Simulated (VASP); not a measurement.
# ScAl3 (Pm-3m) in VASP: further runs

ScAl3 is run at these levels: PBE; tasks: single point.

Everything below comes from runs of VASP 6.6.1. Logs are shortened: lines on timing, memory, paths and dates and some standing lists are left out, and cuts for length are marked.

### Step 1. The cell of the first run

Symmetry: Pm-3m, No. 221, cubic system. Conventional cell: a = 4.033 Å, b = 4.033 Å, c = 4.033 Å, α = 90.00°, β = 90.00°, γ = 90.00°. Sc (site symmetry m-3m) has 12 Al at 2.85 Å within 3.8 Å. Within 3.8 Å of Al (site symmetry 4/mmm) lie 4 Sc at 2.85 Å and 8 Al at 2.85 Å.

### Step 2. Single point, PBE

File INCAR:

```
ALGO = Fast
EDIFF = 1E-6
ENCUT = 520
GGA = PE
ISIF = 2
ISMEAR = -1
LASPH = T
LCHARG = F
LREAL = F
LWAVE = F
NBANDS = 18
NELM = 60
PREC = Accurate
SIGMA = 0.05
```

File KPOINTS:

```
k-points
0
Gamma
  7 7 7
```

File POSCAR:

```
ScAl3
1.0
    4.0325591682      0.0000000000      0.0000000000
    0.0000000000      4.0325591682      0.0000000000
    0.0000000000      0.0000000000      4.0325591682
Sc Al
1 3
Direct
    0.0000000000      0.0000000000      0.0000000000
    0.5000000000      0.5000000000      0.0000000000
    0.0000000000      0.5000000000      0.5000000000
    0.5000000000      0.0000000000      0.5000000000
```

Potentials or basis: VASP PAW PBE potentials, release 64 (Sc_sv, Al).

On the command line:

```bash
cat potpaw_PBE.64/Sc_sv/POTCAR potpaw_PBE.64/Al/POTCAR > POTCAR
mpirun -np 1 vasp_std > vasp.out
```

OUTCAR:

```text
EDIFF = 1E-6
   ENCUT = 520
   GGA = PE
   ISIF = 2
   ISMEAR = -1
   LASPH = T
   LREAL = F
   NELM = 60
   PREC = Accurate

 ion  position               nearest neighbor table
   1  0.000  0.000  0.000-   2 2.85   3 2.85   4 2.85   3 2.85   4 2.85   2 2.85   3 2.85   3 2.85
                             2 2.85   4 2.85   4 2.85   2 2.85
   2  0.500  0.500  0.000-   1 2.85   3 2.85   4 2.85   3 2.85   4 2.85   1 2.85   4 2.85   4 2.85
                             1 2.85   3 2.85   3 2.85   1 2.85
   3  0.000  0.500  0.500-   1 2.85   2 2.85   4 2.85   1 2.85   2 2.85   1 2.85   4 2.85   1 2.85
                             2 2.85   4 2.85   2 2.85   4 2.85
   4  0.500  0.000  0.500-   1 2.85   2 2.85   3 2.85   1 2.85   2 2.85   2 2.85   3 2.85   2 2.85
                             1 2.85   3 2.85   1 2.85   3 2.85

  LATTYP: Found a simple cubic cell.
 ALAT       =     4.0325591682

  Lattice vectors:

 A1 = (   4.0325591682,   0.0000000000,   0.0000000000)
 A2 = (   0.0000000000,   4.0325591682,   0.0000000000)
 A3 = (   0.0000000000,   0.0000000000,   4.0325591682)

Analysis of symmetry for initial positions (statically):
=====================================================================
 Subroutine PRICEL returns:
 Original cell was already a primitive cell.

 Routine SETGRP: Setting up the symmetry group for a
 simple cubic supercell.

 Subroutine GETGRP returns: Found 48 space group operations
 (whereof 48 operations were pure point group operations)
 out of a pool of 48 trial point group operations.

The static configuration has the point symmetry O_h .

Analysis of symmetry for dynamics (positions and initial velocities):
=====================================================================
 Subroutine PRICEL returns:
 Original cell was already a primitive cell.

 Routine SETGRP: Setting up the symmetry group for a
 simple cubic supercell.

 Subroutine GETGRP returns: Found 48 space group operations
 (whereof 48 operations were pure point group operations)
 out of a pool of 48 trial point group operations.

The dynamic configuration has the point symmetry O_h .

 Subroutine INISYM returns: Found 48 space group operations
 (whereof 48 operations are pure point group operations),
 and found     1 'primitive' translations
[... 90 lines left out ...]
   LSORBIT =      F    spin-orbit coupling
   LASPH  =      T    aspherical Exc in radial PAW
   ENCUT  =  520.0 eV  38.22 Ry    6.18 a.u.   7.50  7.50  7.50*2*pi/ulx,y,z
   NELM   =     60;   NELMIN=  2; NELMDL= -5     # of ELM steps
   EDIFF  = 0.1E-05   stopping-criterion for ELM
   LREAL  =      F    real-space projection
   EDIFFG = 0.1E-04   stopping-criterion for IOM
   NSW    =      0    number of steps for IOM
   IBRION =     -1    ionic relax: 0-MD 1-quasi-New 2-CG
   NFREE  =      0    steps in history (QN), initial steepest desc. (CG)
   ISIF   =      2    stress and relaxation
   ISYM   =      2    0-nonsym 1-usesym 2-fastsym
   POTIM  = 0.5000    time-step for ionic-motion
   TEBEG  =    0.0;   TEEND  =   0.0 temperature during run
   PSTRESS=    0.0 pullay stress
   NELECT =      20.0000    total number of electrons
   NUPDOWN=      -1.0000    fix difference up-down
   EMIN   =  10.00;   EMAX   =-10.00  energy-range for DOS
   EFERMI =   0.00;   METHOD = LEGACY
   ISMEAR =    -1;   SIGMA  =   0.05  broadening in eV -4-tet -1-fermi 0-gaus
   EFERMI_NEDOS =   21; number of points for ismear=-14 and -15
   IALGO  =     68    algorithm
   IMIX   =      4    mixing-type and parameters
     AMIX     =   0.40;   BMIX     =  1.00
     AMIX_MAG =   1.60;   BMIX_MAG =  1.00
  volume/ion in A,a.u.               =      16.39       110.63
  Fermi-wavevector in a.u.,A,eV,Ry     =   1.101972  2.082426 16.522144  1.214343
  Thomas-Fermi vector in A             =   2.238408
   LORBIT       =      0    0 simple, 1 ext, 2 COOP (PROOUT), +10 PAW based schemes
   GGA     = PE    functional components
   LHFCALC =     F    Hartree Fock is set to
   AEXX    =    0.0000 exact exchange contribution
   IVDW    =     0    specifies the selected vdW correction
   LEPSILON=     F    determine dielectric tensor
   LRPA    =     F    only Hartree local field effects (RPA)
 non-spin polarized calculation
 RMM-DIIS sequential band-by-band and
  energy-cutoff  :      520.00
  volume of cell :       65.58
 maximum number of plane-waves:      1791
 NGX is ok and might be reduce to    30
   NGX = 15   NGY = 15   NGZ = 15

 number of electron      20.0000003 magnetization

 Free energy of the ion-electron system (eV)
  ---------------------------------------------------
  ext. energy  EPLUGINS =         0.00000000
  ---------------------------------------------------
  free energy    TOTEN  =       -19.24828644 eV

  energy without entropy =      -19.23561702  energy(sigma->0) =      -19.24195173

 E-fermi :   7.5438     XC(G=0): -10.5760

 val. band max:        7.4774496385   @ k =   0.4286   0.4286   0.1429
 cond. band min:       7.5563969129   @ k =   0.2857   0.0000   0.0000
 fundamental gap:      0.0789472744
 Fermi energy:         7.5437791113

 k-point     1 :       0.0000    0.0000    0.0000
  band No.  band energies     occupation
      1     -41.2036      2.00000
      2     -19.9223      2.00000
      3     -19.9223      2.00000
      4     -19.9223      2.00000
      5      -2.5968      2.00000
      6       4.9715      2.00000
[... 397 lines left out ...]
      5       1.7601      2.00000
      6       2.7944      2.00000
[... 10 lines left out ...]
     17      11.9232      0.00000
     18      17.3557      0.00000

------------------------ aborting loop because EDIFF is reached ----------------------------------------

  FORCE on cell =-STRESS in cart. coord.  units (eV):
  Direction    XX          YY          ZZ          XY          YZ          ZX
  --------------------------------------------------------------------------------------
  -------------------------------------------------------------------------------------
  Total        2.1609335      2.1609335      2.1609335     -0.0000000     -0.0000000      0.0000000
  in kB       52.7970594     52.7970594     52.7970594     -0.0000000     -0.0000000      0.0000000
  external PRESSURE =      52.7970594 kB  Pullay stress =       0.0000000 kB

 VOLUME and BASIS-vectors are now :
 -----------------------------------------------------------------------------
  energy-cutoff  :      520.00
  volume of cell :       65.58
      direct lattice vectors                 reciprocal lattice vectors
     4.032559168  0.000000000  0.000000000     0.247981482  0.000000000  0.000000000
     0.000000000  4.032559168  0.000000000     0.000000000  0.247981482  0.000000000
     0.000000000  0.000000000  4.032559168     0.000000000  0.000000000  0.247981482

 POSITION                                       TOTAL-FORCE (eV/Angst)
 -----------------------------------------------------------------------------------
      0.00000      0.00000      0.00000         0.000000      0.000000      0.000000
      2.01628      2.01628      0.00000         0.000000      0.000000      0.000000
      0.00000      2.01628      2.01628         0.000000      0.000000      0.000000
      2.01628      0.00000      2.01628         0.000000      0.000000      0.000000
 -----------------------------------------------------------------------------------
    total drift:                                0.000000     -0.000000      0.000000

  FREE ENERGIE OF THE ION-ELECTRON SYSTEM (eV)
  ---------------------------------------------------
  free  energy   TOTEN  =       -19.2482864389 eV

  energy  without entropy=      -19.2356170204  energy(sigma->0) =      -19.24195173
```

stdout:

```text
POSCAR found type information on POSCAR ScAl
 POSCAR found :  2 types and       4 ions
 scaLAPACK will be used
 LDA part: xc-table for (Slater+PW92), standard interpolation
 POSCAR, INCAR and KPOINTS ok, starting setup
 FFT: planning ... GRIDC
 FFT: planning ... GRID_SOFT
 FFT: planning ... GRID
 WAVECAR not read
 entering main loop
```

Run time: 23 s. Hardware: 1 thread of Intel Xeon Platinum 8488C (Sapphire Rapids), shared host; peak memory 0.17 GiB.

Results:

```yaml
Free_energy: -19.2483 eV
Pressure: 5.3 GPa
Band_gap_on_the_k_mesh: zero (band 10 reaches 8.66 eV, above the bottom of band 11 at 4.93 eV)
```

### Step 3. Single point, PBE

This run uses another cell than the first one, of 17.08 Å³/atom, 1.042 times its volume.

File INCAR:

```
SYSTEM = ScAl3
ALGO = Normal
EDIFF = 1E-6
ENCUT = 520
GGA = PE
ISIF = 2
ISMEAR = -1
LASPH = .TRUE.
LCHARG = .FALSE.
LREAL = .FALSE.
LWAVE = .FALSE.
NBANDS = 18
NELM = 60
PREC = Accurate
SIGMA = 0.05
```

File KPOINTS:

```
k-points
0
G
  7 7 7
  0 0 0
```

File POSCAR:

```
ScAl3
1.0
    4.0878065700      0.0000000000      0.0000000000
    0.0000000000      4.0878065700      0.0000000000
    0.0000000000      0.0000000000      4.0878065700
Sc Al
1 3
Direct
    0.0000000000      0.0000000000      0.0000000000
    0.5000000000      0.5000000000      0.0000000000
    0.0000000000      0.5000000000      0.5000000000
    0.5000000000      0.0000000000      0.5000000000
```

Potentials or basis: VASP PAW PBE potentials, release 64 (Sc_sv, Al).

On the command line:

```bash
cat potpaw_PBE.64/Sc_sv/POTCAR potpaw_PBE.64/Al/POTCAR > POTCAR
mpirun -np 1 vasp_std > vasp.out
```

It took 19 s on 1 thread of Intel Xeon Platinum 8488C (Sapphire Rapids), shared host; peak memory 0.17 GiB.

Results (log left out):

- Free energy: -19.3021 eV
- Pressure: 1.1 GPa
- Band gap on the k mesh: zero (band 10 reaches 8.28 eV, above the bottom of band 11 at 4.60 eV)

Levels at points of the mesh, in eV from the Fermi level:
```
           k point  band 7  band 8  band 9  band 10  band 11  band 12  band 13  band 14
(0.00, 0.00, 0.00)   -2.53   -1.72   -1.72    -1.72     1.36     1.39     1.39     1.39
```

### Step 4. Single point, PBE

This run uses another cell than the first one, of 16.74 Å³/atom, 1.021 times its volume.

File INCAR:

```
  ALGO = Normal
  EDIFF = 1E-7
  ENCUT = 520
  GGA = PE
  ISIF = 2
  ISMEAR = -1
  LASPH = T
  LCHARG = F
  LREAL = F
  LWAVE = F
  NBANDS = 18
  NELM = 100
  PREC = Accurate
  SIGMA = 0.05
```

File KPOINTS:

```
k-points
0
Gamma
  7 7 7
```

File POSCAR:

```
ScAl3
1.0
    4.0603707999      0.0000000000      0.0000000000
    0.0000000000      4.0603707999      0.0000000000
    0.0000000000      0.0000000000      4.0603707999
Sc Al
1 3
Direct
    0.0000000000      0.0000000000      0.0000000000
    0.5000000000      0.5000000000      0.0000000000
    0.0000000000      0.5000000000      0.5000000000
    0.5000000000      0.0000000000      0.5000000000
```

On the command line:

```bash
cat potpaw_PBE.64/Sc_sv/POTCAR potpaw_PBE.64/Al/POTCAR > POTCAR
mpirun -np 1 vasp_std > vasp.out
```

Wall time 20 s (1 thread of Intel Xeon Platinum 8488C (Sapphire Rapids), shared host); peak memory 0.17 GiB.

The run converged. Its results:

```
Free energy            : -19.2839 eV
Pressure               : 3.1 GPa
Band gap on the k mesh : zero (band 10 reaches 8.47 eV, above the bottom of band 11 at 4.76 eV)
```

Levels at points of the mesh, in eV from the Fermi level:
```tsv
k point	band 6	band 7	band 8	band 9	band 10	band 11	band 12	band 13	band 14	band 15
(0.00, 0.00, 0.00)	-2.55	-2.55	-1.73	-1.73	-1.73	1.36	1.40	1.40	1.40	5.03
```

(Part 1 of 2 ends here.)
